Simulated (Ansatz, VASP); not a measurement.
**One calculation of YN, two programs**

File INCAR:

```
SYSTEM = YN
ALGO     = Normal         ! electronic algorithm
EDIFF    = 1E-6           ! SCF threshold, eV
ENCUT    = 600            ! plane-wave cutoff, eV
GGA      = PE             ! functional
GGA_COMPAT= .FALSE.      
ISIF     = 2              ! what is computed and relaxed
ISMEAR   = 0              ! smearing method
LASPH    = .TRUE.         ! aspherical terms in the spheres
LCHARG   = .FALSE.        ! write CHGCAR
LREAL    = .FALSE.        ! projectors in reciprocal space
LWAVE    = .FALSE.        ! write WAVECAR
NBANDS   = 15             ! bands
NELM     = 120            ! most SCF steps
PREC     = Accurate       ! precision mode
SIGMA    = 0.05           ! smearing width, eV
```

The input KPOINTS:

```
k-points
0
G
  12 12 12
  0 0 0
```

Contents of POSCAR:

```
YN
1.0
    0.0000000000      2.4534130892      2.4534130892
    2.4534130892      0.0000000000      2.4534130892
    2.4534130892      2.4534130892      0.0000000000
Y N
1 1
Direct
    0.5000000000      0.5000000000      0.5000000000
    0.0101898861      0.0101898861     -0.0101898861
```

Input for Ansatz:

```yaml
crystal:
  lattice:
    - [0.0, 2.4534130892, 2.4534130892]
    - [2.4534130892, 0.0, 2.4534130892]
    - [2.4534130892, 2.4534130892, 0.0]
  atoms:
    - { symbol: "Y", position: [0.5, 0.5, 0.5] }
    - { symbol: "N", position: [0.0101898861, 0.0101898861, -0.0101898861] }
basis:
  ecutwfc: 420
  ecutrho_ratio: 4
kpoints:
  mp_grid: { grid: [12, 12, 12] }
hamiltonian:
  xc: pbe
scf:
  occupations: { method: gaussian, width: 0.05 }
output:
  forces: true
  stress: true
  eigenvalues: true
  write_density: true
  write_potential: true
  elf: true
  volumetric_format: npy
```

Alike in both runs: task single point; functional PBE; k mesh 12 × 12 × 12; occupations gaussian, width 0.05 eV; no spin polarisation.

```csv
,VASP,Ansatz
version,VASP 6.6.1,Ansatz 0.2.0
potentials or method,"VASP PAW PBE potentials, release 64 (Y_sv, N), cutoff 600 eV","scalar-relativistic, plane waves, PAW"
valence electrons in the cell,16,16
```

Ansatz gave:

```
gap on the k mesh at the Fermi level (eV)                     : 0.23
least direct gap on the mesh (eV)                             : 0.61
pressure (GPa)                                                : 0.0
traceless stress, the component that is largest in VASP (GPa) : 0.33
rms of the force components (eV/Å)                            : 0.044
```

Problem. Estimate VASP's values.

Solution. gap on the k mesh at the Fermi level (eV): 0.23; least direct gap on the mesh (eV): 0.61; pressure (GPa): -0.3; traceless stress, the component that is largest in VASP (GPa): 0.33; rms of the force components (eV/Å): 0.044.

Atom by atom the forces differ by 0.000 eV/Å (rms over components).
